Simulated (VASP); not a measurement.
Write the native input for VASP 6.6.1 that does the following.

```yaml
Task: single point
Functional: PBE
Potentials_or_basis: VASP PAW PBE potentials, release 64 (Ta_pv, N)
Cutoff: 520 eV
k_mesh: 2 × 2 × 2
Occupations: gaussian, width 0.05 eV
Spin: no spin polarisation
Dipole_correction: no
Further_INCAR_settings: LREAL = Auto; ALGO = Normal; EDIFF = 1e-06; NBANDS = 222
```

The structure of TaN lies in POSCAR:

```
TaN
1.0
   -4.5720000000      2.6396450000      4.9180000000
    4.5720000000     -2.6396450000      4.9180000000
    4.5720000000      7.9189360000     -4.9180000000
Ta N
24 24
Direct
    0.0000000000      0.0000000000      0.0000000000
    0.5000000000      0.5000000000      0.0000000000
    0.3333330000      0.8333330000      0.1666670000
    0.8333330000      0.3333330000      0.1666670000
    0.6666670000      0.6666670000      0.3333330000
    0.1666670000      0.1666670000      0.3333330000
    0.0000000000      0.5000000000      0.5000000000
    0.5000000000      0.0000000000      0.5000000000
    0.3333330000      0.3333330000      0.6666670000
    0.8333330000      0.8333330000      0.6666670000
    0.6666670000      0.1666670000      0.8333330000
    0.1666670000      0.6666670000      0.8333330000
    0.2500000000      0.2500000000      0.0000000000
    0.7500000000      0.7500000000      0.0000000000
    0.5833330000      0.0833330000      0.1666670000
    0.0833330000      0.5833330000      0.1666670000
    0.9166670000      0.9166670000      0.3333330000
    0.4166670000      0.4166670000      0.3333330000
    0.2500000000      0.7500000000      0.5000000000
    0.7500000000      0.2500000000      0.5000000000
    0.5833330000      0.5833330000      0.6666670000
    0.0833330000      0.0833330000      0.6666670000
    0.9166670000      0.4166670000      0.8333330000
    0.4166670000      0.9166670000      0.8333330000
    0.2916660000      0.1250000000      0.1666670000
    0.7916660000      0.6250000000      0.1666670000
    0.6250000000      0.9583340000      0.3333330000
    0.1250000000      0.4583340000      0.3333330000
    0.9583330000      0.7916670000      0.5000000000
    0.4583330000      0.2916670000      0.5000000000
    0.2916660000      0.6250000000      0.6666670000
    0.7916660000      0.1250000000      0.6666670000
    0.6250000000      0.4583340000      0.8333330000
    0.1250000000      0.9583340000      0.8333330000
    0.9583330000      0.2916670000      0.0000000000
    0.4583330000      0.7916670000      0.0000000000
    0.3750000000      0.5416660000      0.1666670000
    0.8750000000      0.0416660000      0.1666670000
    0.7083340000      0.3750000000      0.3333330000
    0.2083340000      0.8750000000      0.3333330000
    0.0416670000      0.2083330000      0.5000000000
    0.5416670000      0.7083330000      0.5000000000
    0.3750000000      0.0416660000      0.6666670000
    0.8750000000      0.5416660000      0.6666670000
    0.7083340000      0.8750000000      0.8333330000
    0.2083340000      0.3750000000      0.8333330000
    0.0416670000      0.7083330000      0.0000000000
    0.5416670000      0.2083330000      0.0000000000
```

One way to write it, as run:

INCAR

```
SYSTEM = TaN
PREC = Accurate ; ENCUT = 520
EDIFF = 1E-6 ; ISMEAR = 0
SIGMA = 0.05 ; LREAL = Auto
LASPH = .TRUE. ; NELM = 100
ALGO = Normal ; ISIF = 2
LWAVE = .FALSE. ; LCHARG = .FALSE.
GGA = PE ; NBANDS = 222
LUSENCCL = .FALSE.
```

KPOINTS

```
regular mesh
0
G
  2 2 2
  0 0 0
```

Potentials or basis: VASP PAW PBE potentials, release 64 (Ta_pv, N).

The run is started by

```sh
$ cat potpaw_PBE.64/Ta_pv/POTCAR potpaw_PBE.64/N/POTCAR > POTCAR
$ mpirun -np 1 vasp_std > vasp.out
```

It gave:

| Property | Result |
| --- | --- |
| Pressure | 61.1 GPa |
| Largest force | 0.104 eV/Å |
| Band gap on the k mesh | zero (bands 192 and 193 overlap by 0.06 eV) |

Caveat: the k points lie up to 0.47 Å⁻¹ apart; spin-orbit coupling is left out, which moves the levels of the heavy elements.

It took 70 s on 1 × NVIDIA H100 80GB with 1 thread of Intel(R) Xeon(R) Platinum 8481C CPU @ 2.70GHz (Sapphire Rapids), on a shared host, peak memory 1.6 GiB.
